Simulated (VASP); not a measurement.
Crystal: LiTmH4.

```
CELL_PARAMETERS angstrom
3.07307 -3.12562 0.00000
3.07307 3.12562 0.00000
0.00000 0.00000 3.02079
ATOMIC_POSITIONS crystal
Li 0.50000 0.50000 0.50000
Tm 0.00000 0.00000 0.00000
H 0.30634 0.30634 0.00000
H 0.19173 0.80827 0.50000
H 0.80827 0.19173 0.50000
H 0.69366 0.69366 0.00000
```

The cell was generated, and may not be a known phase.

| Item | Value |
| --- | --- |
| Program | VASP 6.6.1 |
| Task | relaxation of cell and atoms |
| Functional | PBE |
| Potentials or basis | VASP PAW PBE potentials, release 64 (Li_sv, Tm_3, H), 4f in core |
| Cutoff | 750 eV |
| k mesh | 3 × 3 × 4 |
| Occupations | gaussian, width 0.15 eV |
| Spin | no spin polarisation |

At the start: pressure 19.3 GPa; volume 9.67 Å³/atom.

Problem. How do energy, volume and symmetry change on relaxing?

Solution. Over 14 steps the energy falls by 216.2 meV/atom and the volume is 10.76 Å³/atom (+11.2 %); space group Cmmm (No. 65, to 0.1 Å) before and after.

Step by step:
```tsv
step	energy change (eV)	largest force (eV/Å)	pressure (GPa)	volume (Å³)
1	0.0000	1.7061	19.30	58.03
2	-1.0606	0.0972	2.23	68.30
3	-1.0940	0.2851	-1.05	71.56
4	-1.0955	0.2484	-0.63	71.09
5	-1.1398	0.1988	-0.78	70.90
6	-1.2224	0.1360	-1.15	70.15
7	-1.1731	0.6383	-1.29	67.98
8	-1.2374	0.2644	-1.33	69.65
9	-1.2771	0.1654	-0.55	67.47
10	-1.2803	0.1427	-0.34	66.81
11	-1.2804	0.1493	-0.30	66.65
12	-1.2909	0.0943	-0.19	65.74
13	-1.2941	0.0898	-0.09	64.94
14	-1.2971	0.0342	0.06	64.56
```

Final structure:
```cif
data_structure
_symmetry_space_group_name_H-M 'P 1'
_symmetry_Int_Tables_number 1
_cell_length_a 4.2659
_cell_length_b 4.2659
_cell_length_c 3.6041
_cell_angle_alpha 90.000
_cell_angle_beta 90.000
_cell_angle_gamma 79.832
_cell_volume 64.56
loop_
_atom_site_label
_atom_site_type_symbol
_atom_site_fract_x
_atom_site_fract_y
_atom_site_fract_z
_atom_site_occupancy
Li1 Li 0.50000 0.50000 0.50000 1
Tm1 Tm 0.00000 0.00000 0.00000 1
H1 H 0.32830 0.32830 0.00000 1
H2 H 0.19512 0.80488 0.50000 1
H3 H 0.80488 0.19512 0.50000 1
H4 H 0.67170 0.67170 0.00000 1
```

Caveat: the k points lie up to 0.50 Å⁻¹ apart in the final cell; a cell axis changed by over 15 % at a fixed basis, so the end point is rough; the relaxation stopped at a loose force limit of 0.08 eV/Å, so its end isn't a converged minimum.
